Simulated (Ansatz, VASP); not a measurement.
## Mo in VASP and in Ansatz

```xyz
1
Lattice="2.7355 0.0000 0.0000 -1.3678 2.4875 0.0000 0.0000 0.0000 2.5552" Properties=species:S:1:pos:R:3 pbc="T T T"
Mo    0.0000    0.0000    1.2776
```

Change from the starting cell: strain +0.0500 x Voigt [0, 1, 0, 0, 0, 0], atoms carried along.

Alike in both runs: task single point; functional PBEsol; k mesh 18 × 18 × 18; occupations gaussian, width 0.15 eV; no spin polarisation.

|  | VASP | Ansatz |
| --- | --- | --- |
| version | VASP 6.6.1 | Ansatz 0.2.0 |
| potentials or method | VASP PAW PBE potentials, release 64 (Mo_sv), cutoff 520 eV | scalar-relativistic, plane waves, PAW |
| valence electrons in the cell | 14 | 14 |

VASP gave:

- gap on the k mesh at the Fermi level (eV): none
- pressure (GPa): -12.5
- traceless stress, the component that is largest in VASP (GPa): 1.85

Which values does Ansatz return?

gap on the k mesh at the Fermi level (eV): none; pressure (GPa): -12.9; traceless stress, the component that is largest in VASP (GPa): 1.92.

VASP's potentials were made for PBE, not for PBEsol. A gap of «none» marks a metal or a gap that the smearing closes.
